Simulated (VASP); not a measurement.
# PbSe (Fm-3m) in VASP: further runs

The runs below take PbSe through single point, relaxation of cell and atoms, with PBE.

Program: VASP 6.6.1. These are calculated values, not measurements. Logs are shortened: lines on timing, memory, paths and dates and some standing lists are left out, and cuts for length are marked.

### 1 The cell of the first run

Symmetry: Fm-3m, No. 225, cubic system. Conventional cell: a = 6.218 Å, b = 6.218 Å, c = 6.218 Å, α = 90.00°, β = 90.00°, γ = 90.00°. Pb (site symmetry m-3m) has 6 Se at 3.11 Å within 4.1 Å. Within 4.1 Å of Se (site symmetry m-3m) lie 6 Pb at 3.11 Å.

### 2 Single point, PBE

INCAR reads:

```
SYSTEM = PbSe
PREC = Accurate
ENCUT = 520
EDIFF = 1E-6
ISMEAR = 0
SIGMA = 0.02
LREAL = .False.
LASPH = .True.
NELM = 60
ALGO = Normal
ISIF = 2
LWAVE = .False.
LCHARG = .False.
GGA = PE
NBANDS = 17
```

KPOINTS reads:

```
Automatic mesh
0
Gamma
  10 10 10
  0 0 0
```

POSCAR reads:

```
PbSe
1.0
    0.0000000000      3.1091813382      3.1091813382
    3.1091813382      0.0000000000      3.1091813382
    3.1091813382      3.1091813382      0.0000000000
Pb Se
1 1
Direct
    0.0000000000      0.0000000000      0.0000000000
    0.5000000000      0.5000000000      0.5000000000
```

Potentials or basis: VASP PAW PBE potentials, release 64 (Pb_d, Se).

Run with:

```bash
$ cat potpaw_PBE.64/Pb_d/POTCAR potpaw_PBE.64/Se/POTCAR > POTCAR
$ mpirun -np 1 vasp_std > vasp.out
```

OUTCAR:

```text
SYSTEM = PbSe
   PREC = Accurate
   ENCUT = 520
   EDIFF = 1E-6
   ISMEAR = 0
   LREAL = .False.
   LASPH = .True.
   NELM = 60
   ISIF = 2
   GGA = PE

 ion  position               nearest neighbor table
   1  0.000  0.000  0.000-   2 3.11   2 3.11   2 3.11   2 3.11   2 3.11   2 3.11
   2  0.500  0.500  0.500-   1 3.11   1 3.11   1 3.11   1 3.11   1 3.11   1 3.11

  LATTYP: Found a face centered cubic cell.
 ALAT       =     6.2183626764

  Lattice vectors:

 A1 = (   0.0000000000,   3.1091813382,   3.1091813382)
 A2 = (   3.1091813382,   0.0000000000,   3.1091813382)
 A3 = (   3.1091813382,   3.1091813382,   0.0000000000)

Analysis of symmetry for initial positions (statically):
=====================================================================
 Subroutine PRICEL returns:
 Original cell was already a primitive cell.

 Routine SETGRP: Setting up the symmetry group for a
 face centered cubic supercell.

 Subroutine GETGRP returns: Found 48 space group operations
 (whereof 48 operations were pure point group operations)
 out of a pool of 48 trial point group operations.

The static configuration has the point symmetry O_h .

Analysis of symmetry for dynamics (positions and initial velocities):
=====================================================================
 Subroutine PRICEL returns:
 Original cell was already a primitive cell.

 Routine SETGRP: Setting up the symmetry group for a
 face centered cubic supercell.

 Subroutine GETGRP returns: Found 48 space group operations
 (whereof 48 operations were pure point group operations)
 out of a pool of 48 trial point group operations.

The dynamic configuration has the point symmetry O_h .

 Subroutine INISYM returns: Found 48 space group operations
 (whereof 48 operations are pure point group operations),
 and found     1 'primitive' translations

----------------------------------------------------------------------------------------

                                     Primitive cell

  volume of cell :      60.1130

  direct lattice vectors                    reciprocal lattice vectors
     0.000000000  3.109181338  3.109181338    -0.160814036  0.160814036  0.160814036
     3.109181338  0.000000000  3.109181338     0.160814036 -0.160814036  0.160814036
     3.109181338  3.109181338  0.000000000     0.160814036  0.160814036 -0.160814036

  length of vectors
     4.397046416  4.397046416  4.397046416     0.278538081  0.278538081  0.278538081

  position of ions in fractional coordinates (direct lattice)
     0.000000000  0.000000000  0.000000000
     0.500000000  0.500000000  0.500000000

  ion indices of the primitive-cell ions
   primitive index   ion index
                 1           1
                 2           2

----------------------------------------------------------------------------------------

 KPOINTS: Automatic mesh

Automatic generation of k-mesh.
 Grid dimensions read from file:
 generate k-points for:   10   10   10

 Generating k-lattice:

  Cartesian coordinates                     Fractional coordinates (reciprocal lattice)
    -0.016081404  0.016081404  0.016081404     0.100000000  0.000000000  0.000000000
     0.016081404 -0.016081404  0.016081404     0.000000000  0.100000000  0.000000000
     0.016081404  0.016081404 -0.016081404     0.000000000  0.000000000  0.100000000

  Length of vectors
     0.027853808  0.027853808  0.027853808

  Shift w.r.t. Gamma in fractional coordinates (k-lattice)
     0.000000000  0.000000000  0.000000000

 Subroutine IBZKPT returns following result:
 ===========================================

 Found     47 irreducible k-points:

 Following reciprocal coordinates:
            Coordinates               Weight
  0.000000  0.000000  0.000000      1.000000
  0.100000  0.000000  0.000000      8.000000
  0.200000  0.000000  0.000000      8.000000
  0.300000  0.000000  0.000000      8.000000
  0.400000  0.000000  0.000000      8.000000
  0.500000  0.000000  0.000000      4.000000
[... 16 lines left out ...]
  0.300000  0.300000  0.000000      6.000000
  0.400000  0.300000  0.000000     24.000000
 [... further k-points ...]
   k-points           NKPTS =     47   k-points in BZ     NKDIM =     47   number of bands    NBANDS=     17
   number of dos      NEDOS =    301   number of ions     NIONS =      2
   total plane-waves  NPLWV =  46656
   dimension x,y,z NGX =    36 NGY =   36 NGZ =   36
   dimension x,y,z NGXF=    72 NGYF=   72 NGZF=   72
   ions per type =               1   1
   NGX,Y,Z   is equivalent  to a cutoff of  13.61, 13.61, 13.61 a.u.
   NGXF,Y,Z  is equivalent  to a cutoff of  27.22, 27.22, 27.22 a.u.
 SYSTEM =  PbSe
   PREC   = accura    normal or accurate (medium, high low for compatibility)
   ISTART =      0    job   : 0-new  1-cont  2-samecut
   ICHARG =      2    charge: 1-file 2-atom 10-const
   ISPIN  =      1    spin polarized calculation?
   LNONCOLLINEAR =      F non collinear calculations
   LSORBIT =      F    spin-orbit coupling
   LASPH  =      T    aspherical Exc in radial PAW
   ENCUT  =  520.0 eV  38.22 Ry    6.18 a.u.   8.18  8.18  8.18*2*pi/ulx,y,z
   NELM   =     60;   NELMIN=  2; NELMDL= -5     # of ELM steps
   EDIFF  = 0.1E-05   stopping-criterion for ELM
   LREAL  =      F    real-space projection
   EDIFFG = 0.1E-04   stopping-criterion for IOM
   NSW    =      0    number of steps for IOM
   IBRION =     -1    ionic relax: 0-MD 1-quasi-New 2-CG
   NFREE  =      0    steps in history (QN), initial steepest desc. (CG)
   ISIF   =      2    stress and relaxation
   ISYM   =      2    0-nonsym 1-usesym 2-fastsym
   POTIM  = 0.5000    time-step for ionic-motion
   TEBEG  =    0.0;   TEEND  =   0.0 temperature during run
   PSTRESS=    0.0 pullay stress
   NELECT =      20.0000    total number of electrons
   NUPDOWN=      -1.0000    fix difference up-down
   EMIN   =  10.00;   EMAX   =-10.00  energy-range for DOS
   EFERMI =   0.00;   METHOD = LEGACY
   ISMEAR =     0;   SIGMA  =   0.02  broadening in eV -4-tet -1-fermi 0-gaus
   EFERMI_NEDOS =   21; number of points for ismear=-14 and -15
   IALGO  =     38    algorithm
   IMIX   =      4    mixing-type and parameters
     AMIX     =   0.40;   BMIX     =  1.00
     AMIX_MAG =   1.60;   BMIX_MAG =  1.00
  volume/ion in A,a.u.               =      30.06       202.83
  Fermi-wavevector in a.u.,A,eV,Ry     =   1.134389  2.143685 17.508508  1.286839
  Thomas-Fermi vector in A             =   2.271093
   LORBIT       =      0    0 simple, 1 ext, 2 COOP (PROOUT), +10 PAW based schemes
   GGA     = PE    functional components
   LHFCALC =     F    Hartree Fock is set to
   AEXX    =    0.0000 exact exchange contribution
   IVDW    =     0    specifies the selected vdW correction
   LEPSILON=     F    determine dielectric tensor
   LRPA    =     F    only Hartree local field effects (RPA)
 non-spin polarized calculation
 Gauss-broadening in eV      SIGMA  =   0.02
  energy-cutoff  :      520.00
  volume of cell :       60.11
 maximum number of plane-waves:      1639
 NGX is ok and might be reduce to    36
   NGX = 17   NGY = 17   NGZ = 17

 number of electron      20.0000002 magnetization

 Free energy of the ion-electron system (eV)
  ---------------------------------------------------
  ext. energy  EPLUGINS =         0.00000000
  ---------------------------------------------------
  free energy    TOTEN  =        -8.19817179 eV

  energy without entropy =       -8.19817179  energy(sigma->0) =       -8.19817179

 E-fermi :   4.6346     XC(G=0):  -9.3138

 val. band max:        4.4641218655   @ k =   0.5000   0.0000   0.0000
 cond. band min:       4.9026819790   @ k =   0.5000   0.0000   0.0000
 fundamental gap:      0.4385601134
 Fermi energy:         4.6346182446

 k-point     1 :       0.0000    0.0000    0.0000
  band No.  band energies     occupation
      1     -12.2691      2.00000
      2     -12.2691      2.00000
      3     -12.2691      2.00000
      4     -12.2629      2.00000
      5     -12.2629      2.00000
      6      -8.7072      2.00000
[... 9 lines left out ...]
     16      11.1145      0.00000
     17      12.6139      0.00000

 k-point     2 :       0.1000    0.0000    0.0000
  band No.  band energies     occupation
      1     -12.2687      2.00000
      2     -12.2680      2.00000
      3     -12.2680      2.00000
      4     -12.2632      2.00000
      5     -12.2632      2.00000
      6      -8.6373      2.00000
[... 9 lines left out ...]
     16      11.3301      0.00000
     17      13.3379      0.00000

 k-point     3 :       0.2000    0.0000    0.0000
  band No.  band energies     occupation
      1     -12.2711      2.00000
      2     -12.2711      2.00000
      3     -12.2678      2.00000
      4     -12.2581      2.00000
      5     -12.2581      2.00000
      6      -8.4391      2.00000
[... 9 lines left out ...]
     16      11.8888      0.00000
     17      14.7339      0.00000

 k-point     4 :       0.3000    0.0000    0.0000
  band No.  band energies     occupation
      1     -12.2769      2.00000
      2     -12.2768      2.00000
      3     -12.2668      2.00000
      4     -12.2500      2.00000
      5     -12.2500      2.00000
      6      -8.1540      2.00000
[... 9 lines left out ...]
     16      12.7414      0.00000
     17      16.0136      0.00000
[... 343 lines left out ...]
      1     -12.2812      2.00000
      2     -12.2746      2.00000
      3     -12.2646      2.00000
      4     -12.2556      2.00000
      5     -12.2488      2.00000
      6      -8.0539      2.00000
[... 9 lines left out ...]
     16      13.9355      0.00000
     17      14.6071      0.00000

 k-point    23 :       0.3000    0.3000    0.0000
  band No.  band energies     occupation
      1     -12.3164      2.00000
      2     -12.2787      2.00000
      3     -12.2526      2.00000
      4     -12.2453      2.00000
      5     -12.2453      2.00000
      6      -7.9585      2.00000
[... 9 lines left out ...]
     16      14.4876      0.00000
     17      14.9802      0.00000

 k-point    24 :       0.4000    0.3000    0.0000
  band No.  band energies     occupation
      1     -12.3295      2.00000
      2     -12.2785      2.00000
      3     -12.2539      2.00000
      4     -12.2414      2.00000
      5     -12.2390      2.00000
      6      -7.7432      2.00000
[... 9 lines left out ...]
     16      15.1620      0.00000
     17      15.8677      0.00000

 [... further k-points ...]
[... 5 lines left out ...]
  --------------------------------------------------------------------------------------
  -------------------------------------------------------------------------------------
  Total       -0.0122664     -0.0122664     -0.0122664     -0.0000000     -0.0000000      0.0000000
  in kB       -0.3269342     -0.3269342     -0.3269342     -0.0000000     -0.0000000      0.0000000
  external PRESSURE =      -0.3269342 kB  Pullay stress =       0.0000000 kB

 VOLUME and BASIS-vectors are now :
 -----------------------------------------------------------------------------
  energy-cutoff  :      520.00
  volume of cell :       60.11
      direct lattice vectors                 reciprocal lattice vectors
     0.000000000  3.109181338  3.109181338    -0.160814036  0.160814036  0.160814036
     3.109181338  0.000000000  3.109181338     0.160814036 -0.160814036  0.160814036
     3.109181338  3.109181338  0.000000000     0.160814036  0.160814036 -0.160814036

 POSITION                                       TOTAL-FORCE (eV/Angst)
 -----------------------------------------------------------------------------------
      0.00000      0.00000      0.00000        -0.000000     -0.000000     -0.000000
      3.10918      3.10918      3.10918         0.000000      0.000000      0.000000
 -----------------------------------------------------------------------------------
    total drift:                               -0.000000      0.000000      0.000000

  FREE ENERGIE OF THE ION-ELECTRON SYSTEM (eV)
  ---------------------------------------------------
  free  energy   TOTEN  =        -8.1981717940 eV

  energy  without entropy=       -8.1981717940  energy(sigma->0) =       -8.19817179
```

Run time: 95 s. Hardware: 1 thread of AMD EPYC 7R43 (Zen 3), shared host; peak memory 0.18 GiB.

What came out:

```
Free energy            : -8.1982 eV
Pressure               : 0.0 GPa
Band gap on the k mesh : 0.44 eV, direct
```

Caveat: spin-orbit coupling is left out, which moves the levels of the heavy elements. A k mesh can miss the band edges.

### 3 Relaxation of cell and atoms, PBE

This run uses another cell than the first one, of 29.53 Å³/atom, 0.982 times its volume.

INCAR reads:

```
PREC = Accurate
ENCUT = 600
EDIFF = 1E-7
ISMEAR = 0
SIGMA = 0.02
LREAL = F
LASPH = T
NELM = 80
ALGO = Normal
ISIF = 3
LWAVE = F
LCHARG = F
GGA = PE
IBRION = 2
NSW = 100
EDIFFG = -0.01
```

KPOINTS reads:

```
Automatic mesh
0
Gamma
  10 10 10
```

POSCAR reads:

```
PbSe
1.0
    0.0000000000      3.0908236500      3.0908236500
    3.0908236500      0.0000000000      3.0908236500
    3.0908236500      3.0908236500      0.0000000000
Pb Se
1 1
Direct
    0.0000000000      0.0000000000      0.0000000000
    0.5000000000      0.5000000000      0.5000000000
```

Potentials or basis: VASP PAW PBE potentials, release 64 (Pb_d, Se).

Run with:

```bash
$ cat potpaw_PBE.64/Pb_d/POTCAR potpaw_PBE.64/Se/POTCAR > POTCAR
$ mpirun -np 1 vasp_std > vasp.out
```

Wall time 3 min (1 thread of AMD EPYC 7R43 (Zen 3), shared host); peak memory 0.21 GiB.

Results (log left out):

```yaml
Free_energy: -8.1981 eV
Relaxed_volume: 30.06 Å³/atom
Relaxed_cell: a = 4.397 Å, b = 4.397 Å, c = 4.397 Å, α = 60.00°, β = 60.00°, γ = 60.00°
Space_group_after_relaxing_to_0.05_Å: Fm-3m (No. 225)
Energy_gained_by_relaxing: 1.4 meV/atom
Ionic_steps: 3
Pressure_after_relaxing: 0.0 GPa
Band_gap_on_the_k_mesh: 0.44 eV, direct
```

Step by step:
| step | energy change (eV) | largest force (eV/Å) | pressure (GPa) | volume (Å³) |
| --- | --- | --- | --- | --- |
| 1 | 0.0000 | 0.0000 | 0.87 | 59.05 |
| 2 | -0.0026 | 0.0000 | -0.24 | 60.43 |
| 3 | -0.0028 | 0.0000 | 0.00 | 60.11 |

Final structure:
```yaml
crystal:
  lattice:
    - [0.00000, 3.10919, 3.10919]
    - [3.10919, 0.00000, 3.10919]
    - [3.10919, 3.10919, 0.00000]
  atoms:
    - { symbol: Pb, position: [0.00000, 0.00000, 0.00000] }
    - { symbol: Se, position: [0.50000, 0.50000, 0.50000] }
```

Levels at points of the mesh, in eV from the valence-band top:
```tsv
k point	band 7	band 8	band 9	band 10	band 11	band 12	band 13	band 14
(0.00, 0.00, 0.00)	-6.34	-1.63	-1.63	-1.63	4.64	4.64	4.64	6.65
(0.50, 0.00, 0.00)	-8.51	-1.26	-1.26	0.00	0.44	1.83	1.83	8.53
(0.50, 0.50, 0.00)	-7.28	-4.56	-2.91	-2.91	3.93	5.47	5.47	5.88
```

Caveat: spin-orbit coupling is left out, which moves the levels of the heavy elements. A k mesh can miss the band edges.

(Part 1 of 2 ends here.)
